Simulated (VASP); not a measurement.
A run of VASP 6.6.1 is set up as follows.

INCAR

```
SYSTEM = ZnO
PREC = Accurate
ENCUT = 520
EDIFF = 1E-6
ISMEAR = 0
SIGMA = 0.01
LREAL = .False.
LASPH = .True.
NELM = 80
ALGO = Normal
ISIF = 2
LWAVE = .False.
LCHARG = .False.
GGA = PE
NBANDS = 16
```

Contents of KPOINTS:

```
regular mesh
0
Gamma
  8 8 8
  0 0 0
```

File POSCAR:

```
ZnO
1.0
    0.0000000000      2.1337703828      2.1337703828
    2.1337703828      0.0000000000      2.1337703828
    2.1337703828      2.1337703828      0.0000000000
Zn O
1 1
Direct
    0.0000000000      0.0000000000      0.0000000000
    0.5000000000      0.5000000000      0.5000000000
```

Potentials or basis: VASP PAW PBE potentials, release 64 (Zn, O).

Command:

```bash
$ cat potpaw_PBE.64/Zn/POTCAR potpaw_PBE.64/O/POTCAR > POTCAR
$ mpirun -np 1 vasp_std > vasp.out
```

Problem. Estimate the pressure.

Solution. 9.1 GPa.

Problem. Predict the band gap on the k mesh.

Solution. 0.92 eV, indirect (least direct gap 2.32 eV).

A k mesh can miss the band edges. PBE gaps usually lie below the measured ones, often by a third to a half.
